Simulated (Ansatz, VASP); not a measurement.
# MgO in VASP and in Ansatz

```xyz
4
Lattice="3.6358 0.0000 0.0000 -1.8179 3.1487 0.0000 0.0000 0.0000 4.0401" Properties=species:S:1:pos:R:3 pbc="T T T"
Mg    1.8179    1.0496    3.0301
Mg    0.0000    2.0991    1.0100
O     1.8179    1.0496    1.0100
O     0.0000    2.0991    3.0301
```

Alike in both runs: task single point; functional PBE; k mesh 9 × 9 × 6; occupations gaussian, width 0.05 eV; no spin polarisation.

|  | VASP | Ansatz |
| --- | --- | --- |
| version | VASP 6.6.1 | Ansatz 0.2.0 |
| potentials or method | VASP PAW PBE potentials, release 64 (Mg, O), cutoff 520 eV | scalar-relativistic, plane waves, PAW |
| valence electrons in the cell | 16 | 32 |

```csv
,VASP,Ansatz,Ansatz less VASP
gap on the k mesh at the Fermi level (eV),3.30,3.32,+0.019
least direct gap on the mesh (eV),3.30,3.32,+0.019
pressure (GPa),-0.5,0.1,+0.56
"traceless stress, the component that is largest in VASP (GPa)",8.80,8.83,+0.036
```

With one functional, cell and mesh, what is left measures potentials, basis and numerics. VASP's potentials hold 16 valence electrons a cell and Ansatz's 32, so a difference there can come from the potentials and not from the codes.
